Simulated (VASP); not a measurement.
# Ta4O (P4mm) in VASP: single point with PBE

Aim: the single point of Ta4O with PBE.

All numbers are computed with VASP 6.6.1; they aren't measurements. Logs are shortened: lines on timing, memory, paths and dates and some standing lists are left out, and cuts for length are marked.

## (1) The cell of the first run

It takes space group P4mm (No. 99, tetragonal). Conventional cell: a = 4.724 Å, b = 4.724 Å, c = 3.793 Å, α = 90.00°, β = 90.00°, γ = 90.00°. Within 2.5 Å of Ta (site symmetry m) lie 3 Ta at 1.88 to 2.01 Å. O (site symmetry 4mm) has 16 Ta at 2.87 to 3.54 Å and 2 O at 3.79 Å within 3.8 Å.

## (2) Single point, PBE

INCAR

```
SYSTEM = Ta4O
PREC = Accurate
ENCUT = 520
EDIFF = 1E-7
ISMEAR = 0
SIGMA = 0.1
LREAL = .False.
LASPH = .True.
NELM = 60
ALGO = Normal
ISIF = 2
LWAVE = .False.
LCHARG = .False.
GGA = PE
NBANDS = 33
```

KPOINTS

```
Automatic mesh
0
Gamma
  4 4 4
  0 0 0
```

POSCAR

```
Ta4O
1.0
    4.7240804300      0.0000000000      0.0000000000
    0.0000000000      4.7240804300      0.0000000000
    0.0000000000      0.0000000000      3.7925695000
Ta O
4 1
Direct
    0.3004995100      0.0000000000      0.6386128800
    0.6995004900      0.0000000000      0.6386128800
    0.0000000000      0.3004995100      0.6386128800
    0.0000000000      0.6995004900      0.6386128800
    0.5000000000      0.5000000000      0.2875764100
```

Potentials or basis: VASP PAW PBE potentials, release 64 (Ta_pv, O).

The run is started by

```
$ cat potpaw_PBE.64/Ta_pv/POTCAR potpaw_PBE.64/O/POTCAR > POTCAR
$ mpirun -np 1 vasp_std > vasp.out
```

OUTCAR:

```text
SYSTEM = Ta4O
   PREC = Accurate
   ENCUT = 520
   EDIFF = 1E-7
   ISMEAR = 0
   LREAL = .False.
   LASPH = .True.
   NELM = 60
   ISIF = 2
   GGA = PE

 ion  position               nearest neighbor table
   1  0.300  0.000  0.639-   2 1.88   3 2.01   4 2.01   2 2.84   4 3.60   4 3.60   3 3.60   3 3.60

   2  0.700  0.000  0.639-   1 1.88   3 2.01   4 2.01   1 2.84   4 3.60   3 3.60   3 3.60   4 3.60

   3  0.000  0.300  0.639-   4 1.88   2 2.01   1 2.01   4 2.84   1 3.60   2 3.60   2 3.60   1 3.60

   4  0.000  0.700  0.639-   3 1.88   2 2.01   1 2.01   3 2.84   2 3.60   1 3.60   2 3.60   1 3.60

   5  0.500  0.500  0.288-

  LATTYP: Found a simple tetragonal cell.
 ALAT       =     4.7240804300
 C/A-ratio  =     0.8028164542

  Lattice vectors:

 A1 = (   4.7240804300,   0.0000000000,   0.0000000000)
 A2 = (   0.0000000000,   4.7240804300,   0.0000000000)
 A3 = (   0.0000000000,   0.0000000000,   3.7925695000)

Analysis of symmetry for initial positions (statically):
=====================================================================
 Subroutine PRICEL returns:
 Original cell was already a primitive cell.

 Routine SETGRP: Setting up the symmetry group for a
 simple tetragonal supercell.

 Subroutine GETGRP returns: Found  8 space group operations
 (whereof  8 operations were pure point group operations)
 out of a pool of 16 trial point group operations.

The static configuration has the point symmetry C_4v.

Analysis of symmetry for dynamics (positions and initial velocities):
=====================================================================
 Subroutine PRICEL returns:
 Original cell was already a primitive cell.

 Routine SETGRP: Setting up the symmetry group for a
 simple tetragonal supercell.

 Subroutine GETGRP returns: Found  8 space group operations
 (whereof  8 operations were pure point group operations)
 out of a pool of 16 trial point group operations.

The dynamic configuration has the point symmetry C_4v.

 Subroutine INISYM returns: Found  8 space group operations
 (whereof  8 operations are pure point group operations),
 and found     1 'primitive' translations

----------------------------------------------------------------------------------------

                                     Primitive cell

  volume of cell :      84.6385

  direct lattice vectors                    reciprocal lattice vectors
     4.724080430  0.000000000  0.000000000     0.211681409  0.000000000  0.000000000
     0.000000000  4.724080430  0.000000000     0.000000000  0.211681409  0.000000000
     0.000000000  0.000000000  3.792569500     0.000000000  0.000000000  0.263673480

  length of vectors
     4.724080430  4.724080430  3.792569500     0.211681409  0.211681409  0.263673480

  position of ions in fractional coordinates (direct lattice)
     0.300499510  0.000000000  0.638612880
     0.699500490  0.000000000  0.638612880
     0.000000000  0.300499510  0.638612880
     0.000000000  0.699500490  0.638612880
     0.500000000  0.500000000  0.287576410

  ion indices of the primitive-cell ions
   primitive index   ion index
                 1           1
                 2           2
                 3           3
                 4           4
                 5           5

----------------------------------------------------------------------------------------

 KPOINTS: Automatic mesh

Automatic generation of k-mesh.
 Grid dimensions read from file:
 generate k-points for:    4    4    4

 Generating k-lattice:

  Cartesian coordinates                     Fractional coordinates (reciprocal lattice)
     0.052920352  0.000000000  0.000000000     0.250000000  0.000000000  0.000000000
     0.000000000  0.052920352  0.000000000     0.000000000  0.250000000  0.000000000
     0.000000000  0.000000000  0.065918370     0.000000000  0.000000000  0.250000000

  Length of vectors
     0.052920352  0.052920352  0.065918370

  Shift w.r.t. Gamma in fractional coordinates (k-lattice)
     0.000000000  0.000000000  0.000000000

 Subroutine IBZKPT returns following result:
 ===========================================

 Found     18 irreducible k-points:

 Following reciprocal coordinates:
            Coordinates               Weight
  0.000000  0.000000  0.000000      1.000000
  0.250000  0.000000  0.000000      4.000000
  0.500000  0.000000  0.000000      2.000000
  0.250000  0.250000  0.000000      4.000000
  0.500000  0.250000  0.000000      4.000000
  0.500000  0.500000  0.000000      1.000000
[... 10 lines left out ...]
  0.500000  0.250000  0.500000      4.000000
  0.500000  0.500000  0.500000      1.000000
   k-points           NKPTS =     18   k-points in BZ     NKDIM =     18   number of bands    NBANDS=     33
   number of dos      NEDOS =    301   number of ions     NIONS =      5
   total plane-waves  NPLWV =  36288
   dimension x,y,z NGX =    36 NGY =   36 NGZ =   28
   dimension x,y,z NGXF=    72 NGYF=   72 NGZF=   56
   ions per type =               4   1
   NGX,Y,Z   is equivalent  to a cutoff of  12.67, 12.67, 12.27 a.u.
   NGXF,Y,Z  is equivalent  to a cutoff of  25.34, 25.34, 24.55 a.u.
 SYSTEM =  Ta4O
   PREC   = accura    normal or accurate (medium, high low for compatibility)
   ISTART =      0    job   : 0-new  1-cont  2-samecut
   ICHARG =      2    charge: 1-file 2-atom 10-const
   ISPIN  =      1    spin polarized calculation?
   LNONCOLLINEAR =      F non collinear calculations
   LSORBIT =      F    spin-orbit coupling
   LASPH  =      T    aspherical Exc in radial PAW
   ENCUT  =  520.0 eV  38.22 Ry    6.18 a.u.   8.78  8.78  7.05*2*pi/ulx,y,z
   NELM   =     60;   NELMIN=  2; NELMDL= -5     # of ELM steps
   EDIFF  = 0.1E-06   stopping-criterion for ELM
   LREAL  =      F    real-space projection
   EDIFFG = 0.1E-05   stopping-criterion for IOM
   NSW    =      0    number of steps for IOM
   IBRION =     -1    ionic relax: 0-MD 1-quasi-New 2-CG
   NFREE  =      0    steps in history (QN), initial steepest desc. (CG)
   ISIF   =      2    stress and relaxation
   ISYM   =      2    0-nonsym 1-usesym 2-fastsym
   POTIM  = 0.5000    time-step for ionic-motion
   TEBEG  =    0.0;   TEEND  =   0.0 temperature during run
   PSTRESS=    0.0 pullay stress
   NELECT =      50.0000    total number of electrons
   NUPDOWN=      -1.0000    fix difference up-down
   EMIN   =  10.00;   EMAX   =-10.00  energy-range for DOS
   EFERMI =   0.00;   METHOD = LEGACY
   ISMEAR =     0;   SIGMA  =   0.10  broadening in eV -4-tet -1-fermi 0-gaus
   EFERMI_NEDOS =   21; number of points for ismear=-14 and -15
   IALGO  =     38    algorithm
   IMIX   =      4    mixing-type and parameters
     AMIX     =   0.40;   BMIX     =  1.00
     AMIX_MAG =   1.60;   BMIX_MAG =  1.00
  volume/ion in A,a.u.               =      16.93       114.23
  Fermi-wavevector in a.u.,A,eV,Ry     =   1.373648  2.595818 25.672954  1.886909
  Thomas-Fermi vector in A             =   2.499146
   LORBIT       =      0    0 simple, 1 ext, 2 COOP (PROOUT), +10 PAW based schemes
   GGA     = PE    functional components
   LHFCALC =     F    Hartree Fock is set to
   AEXX    =    0.0000 exact exchange contribution
   IVDW    =     0    specifies the selected vdW correction
   LEPSILON=     F    determine dielectric tensor
   LRPA    =     F    only Hartree local field effects (RPA)
 non-spin polarized calculation
 Gauss-broadening in eV      SIGMA  =   0.10
  energy-cutoff  :      520.00
  volume of cell :       84.64
 maximum number of plane-waves:      2302
 NGX is ok and might be reduce to    36
   NGX = 17   NGY = 17   NGZ = 15

 number of electron      49.9999997 magnetization

 Free energy of the ion-electron system (eV)
  ---------------------------------------------------
  ext. energy  EPLUGINS =         0.00000000
  ---------------------------------------------------
  free energy    TOTEN  =       -16.47932836 eV

  energy without entropy =      -16.46073329  energy(sigma->0) =      -16.47003082

 E-fermi :   4.2282     XC(G=0): -11.5000

 val. band max:        4.1816720103   @ k =   0.0000   0.0000   0.5000
 cond. band min:       4.2322803385   @ k =   0.0000   0.0000   0.5000
 fundamental gap:      0.0506083282
 Fermi energy:         4.2281937776

 k-point     1 :       0.0000    0.0000    0.0000
  band No.  band energies     occupation
      1     -37.2330      2.00000
      2     -32.9915      2.00000
      3     -32.0357      2.00000
      4     -31.9904      2.00000
      5     -31.9904      2.00000
      6     -31.0373      2.00000
[... 25 lines left out ...]
     32       7.9618      0.00000
     33      10.6457      0.00000

 k-point     2 :       0.2500    0.0000    0.0000
  band No.  band energies     occupation
      1     -36.8024      2.00000
      2     -33.8418      2.00000
      3     -33.2957      2.00000
      4     -31.5380      2.00000
      5     -30.9008      2.00000
      6     -30.5948      2.00000
[... 25 lines left out ...]
     32       9.1304      0.00000
     33       9.4774      0.00000

 k-point     3 :       0.5000    0.0000    0.0000
  band No.  band energies     occupation
      1     -35.6974      2.00000
      2     -35.4701      2.00000
      3     -33.4937      2.00000
      4     -31.1731      2.00000
      5     -30.6612      2.00000
      6     -30.1900      2.00000
[... 25 lines left out ...]
     32       7.5180      0.00000
     33       9.9372      0.00000

 k-point     4 :       0.2500    0.2500    0.0000
  band No.  band energies     occupation
      1     -36.4432      2.00000
      2     -34.3539      2.00000
      3     -33.5318      2.00000
      4     -31.4091      2.00000
      5     -30.7626      2.00000
      6     -30.0247      2.00000
[... 25 lines left out ...]
     32       8.5386      0.00000
     33       9.0217      0.00000

 k-point     5 :       0.5000    0.2500    0.0000
  band No.  band energies     occupation
      1     -35.5433      2.00000
      2     -35.4252      2.00000
      3     -33.7014      2.00000
      4     -31.1696      2.00000
      5     -30.5054      2.00000
      6     -30.1897      2.00000
[... 388 lines left out ...]
 k-point    16 :       0.2500    0.2500    0.5000
  band No.  band energies     occupation
      1     -36.4401      2.00000
      2     -34.3514      2.00000
      3     -33.5281      2.00000
      4     -31.4060      2.00000
      5     -30.8163      2.00000
      6     -30.0217      2.00000
[... 25 lines left out ...]
     32       9.2300      0.00000
     33       9.6978      0.00000

 k-point    17 :       0.5000    0.2500    0.5000
  band No.  band energies     occupation
      1     -35.5404      2.00000
      2     -35.4226      2.00000
      3     -33.6975      2.00000
      4     -31.1665      2.00000
      5     -30.5567      2.00000
      6     -30.2357      2.00000
[... 25 lines left out ...]
     32       8.5421      0.00000
     33       9.1144      0.00000

 k-point    18 :       0.5000    0.5000    0.5000
  band No.  band energies     occupation
      1     -35.3706      2.00000
      2     -35.3706      2.00000
      3     -33.8894      2.00000
      4     -31.1580      2.00000
      5     -30.2353      2.00000
      6     -30.2353      2.00000
[... 25 lines left out ...]
     32       7.6509      0.00000
     33       7.8286      0.00000

------------------------ aborting loop because EDIFF is reached ----------------------------------------

  FORCE on cell =-STRESS in cart. coord.  units (eV):
  Direction    XX          YY          ZZ          XY          YZ          ZX
  --------------------------------------------------------------------------------------
  -------------------------------------------------------------------------------------
  Total      109.2579396    109.2579396    -12.3434263      0.0000000     -0.0000000      0.0000000
  in kB     2068.2140043   2068.2140043   -233.6566764      0.0000000     -0.0000000      0.0000000
  external PRESSURE =    1300.9237774 kB  Pullay stress =       0.0000000 kB

 VOLUME and BASIS-vectors are now :
 -----------------------------------------------------------------------------
  energy-cutoff  :      520.00
  volume of cell :       84.64
      direct lattice vectors                 reciprocal lattice vectors
     4.724080430  0.000000000  0.000000000     0.211681409  0.000000000  0.000000000
     0.000000000  4.724080430  0.000000000     0.000000000  0.211681409  0.000000000
     0.000000000  0.000000000  3.792569500     0.000000000  0.000000000  0.263673480

 POSITION                                       TOTAL-FORCE (eV/Angst)
 -----------------------------------------------------------------------------------
      1.41958      0.00000      2.42198         1.835727      0.000000     -0.336365
      3.30450      0.00000      2.42198        -1.835727      0.000000     -0.336365
      0.00000      1.41958      2.42198         0.000000      1.835727     -0.336365
      0.00000      3.30450      2.42198         0.000000     -1.835727     -0.336365
      2.36204      2.36204      1.09065        -0.000000     -0.000000      1.345461
 -----------------------------------------------------------------------------------
    total drift:                                0.000000     -0.000000      0.000723

  FREE ENERGIE OF THE ION-ELECTRON SYSTEM (eV)
  ---------------------------------------------------
  free  energy   TOTEN  =       -16.4793283591 eV

  energy  without entropy=      -16.4607332851  energy(sigma->0) =      -16.47003082
```

Wall time 86 s (1 thread of Intel Xeon 6975P-C, shared host); peak memory 0.2 GiB.

Results:

```
Free energy            : -16.4793 eV
Pressure               : 130.1 GPa
Largest force          : 1.866 eV/Å
Band gap on the k mesh : zero (band 25 reaches 4.71 eV, above the bottom of band 26 at 3.85 eV)
```

Forces on the atoms (eV/Å):
```
Ta   1.836  0.000 -0.336
Ta  -1.836  0.000 -0.336
Ta   0.000  1.836 -0.336
Ta   0.000 -1.836 -0.336
O    0.000  0.000  1.345
```

Stress tensor (GPa, compression positive):
```
206.82   0.00   0.00
  0.00 206.82   0.00
  0.00   0.00 -23.37
```

Levels at points of the mesh, in eV from the Fermi level:
```tsv
k point	band 21	band 22	band 23	band 24	band 25	band 26	band 27	band 28	band 29	band 30
(0.00, 0.00, 0.00)	-1.84	-1.21	-1.17	-0.33	-0.33	-0.31	0.96	1.48	1.48	1.90
(0.50, 0.00, 0.00)	-2.66	-2.29	-2.12	-1.17	-0.46	0.20	1.07	1.25	1.55	2.45
(0.50, 0.50, 0.00)	-2.70	-1.23	-1.14	-1.14	-0.77	-0.21	-0.21	1.53	1.53	3.23
(0.00, 0.00, 0.50)	-1.82	-1.03	-0.24	-0.05	0.00	0.00	0.42	1.92	3.36	3.36
(0.50, 0.00, 0.50)	-3.03	-0.89	-0.50	-0.34	0.09	0.14	0.25	1.84	1.96	2.85
(0.50, 0.50, 0.50)	-2.63	-2.11	-0.88	-0.88	0.48	0.48	1.71	1.96	1.96	3.18
```

Caveat: the k points lie up to 0.41 Å⁻¹ apart; spin-orbit coupling is left out, which moves the levels of the heavy elements; forces of over 1 eV/Å act on the atoms, so gaps and moduli don't describe the material at rest.
